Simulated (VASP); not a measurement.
Wanted: the native input for a VASP 6.6.1 run.

```
Task                   : single point
Functional             : PBE
Potentials or basis    : VASP PAW PBE potentials, release 64 (Ti_sv, Ge_d)
Cutoff                 : 520 eV
k mesh                 : 5 × 5 × 3
Occupations            : gaussian, width 0.2 eV
Spin                   : no spin polarisation
Dipole correction      : no
Further INCAR settings : ALGO = Normal; EDIFF = 1e-07; NBANDS = 52
```

The structure of Ti6Ge lies in POSCAR:

```
Ti6Ge
1.0
    5.3938837343      0.0000000000      0.0000000000
   -2.6969418672      4.6712403390      0.0000000000
    0.0000000000      0.0000000000      4.7237962850
Ti Ge
6 1
Direct
    0.5162374628      0.0000000000      0.5000000000
    0.0000000000      0.5162374628      0.5000000000
    0.4837625372      0.4837625372      0.5000000000
    0.3244343749      0.0000000000      0.0000000000
    0.0000000000      0.3244343749      0.0000000000
    0.6755656251      0.6755656251      0.0000000000
    0.0000000000      0.0000000000      0.5000000000
```

The cell was generated, and may not be a known phase.

The input as run:

INCAR

```
ALGO = Normal
EDIFF = 1E-7
ENCUT = 520
GGA = PE
ISIF = 2
ISMEAR = 0
LASPH = T
LCHARG = F
LREAL = F
LWAVE = F
NBANDS = 52
NELM = 100
PREC = Accurate
SIGMA = 0.2
```

KPOINTS

```
k-points
0
Gamma
  5 5 3
```

Potentials or basis: VASP PAW PBE potentials, release 64 (Ti_sv, Ge_d).

Launch:

```sh
$ cat potpaw_PBE.64/Ti_sv/POTCAR potpaw_PBE.64/Ge_d/POTCAR > POTCAR
$ mpirun -np 1 vasp_std > vasp.out
```

It gave:

```
Pressure               : 0.0 GPa
Largest force          : 0.012 eV/Å
Band gap on the k mesh : zero (bands 43 and 44 overlap by 0.65 eV)
```

Caveat: the k points lie up to 0.44 Å⁻¹ apart, too coarse for converged energies and pressures of a metal.

It took 61 s on 1 thread of AMD EPYC 9R45 96-Core Processor (Zen 5) (shared host), peak memory 0.21 GiB.
